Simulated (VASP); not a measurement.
Ti: single point with PBEsol

Ti:

```
CELL_PARAMETERS angstrom
-1.64645 1.64645 1.64645
1.64645 -1.64645 1.64645
1.64645 1.64645 -1.64645
ATOMIC_POSITIONS crystal
Ti 0.00000 0.00000 0.00000
```

This cell differs from its parent crystal: volume scaled by 1.01.

```json
{
 "Program": "VASP 6.6.1",
 "Task": "single point",
 "Functional": "PBEsol",
 "Potentials or basis": "VASP PAW PBE potentials, release 64 (Ti_sv)",
 "Cutoff": "520 eV",
 "k mesh": "14 × 14 × 14",
 "Occupations": "fermi-dirac, width 0.05 eV",
 "Spin": "no spin polarisation"
}
```

```
Pressure               : -7.7 GPa
Band gap on the k mesh : zero (band 6 reaches 8.63 eV, above the bottom of band 7 at 7.02 eV)
```

Levels at points of the mesh, in eV from the Fermi level:
| k point | band 2 | band 3 | band 4 | band 5 | band 6 | band 7 | band 8 | band 9 | band 10 | band 11 |
| --- | --- | --- | --- | --- | --- | --- | --- | --- | --- | --- |
| (0.00, 0.00, 0.00) | -32.33 | -32.33 | -32.33 | -5.88 | 0.97 | 0.97 | 0.97 | 2.68 | 2.68 | 17.23 |
| (0.50, 0.00, 0.00) | -32.95 | -32.52 | -32.33 | -2.39 | -0.37 | 1.08 | 2.66 | 3.00 | 4.15 | 8.48 |
| (0.50, 0.50, 0.50) | -32.76 | -32.76 | -32.76 | -2.00 | -2.00 | 3.81 | 3.81 | 3.81 | 8.14 | 8.14 |

Wall time 30 s on 1 thread of Intel Xeon 8259CL, with other jobs on the host, peak memory 0.15 GiB.

Caveat: the PAW data sets were made with another functional, which shifts forces and pressure a little.
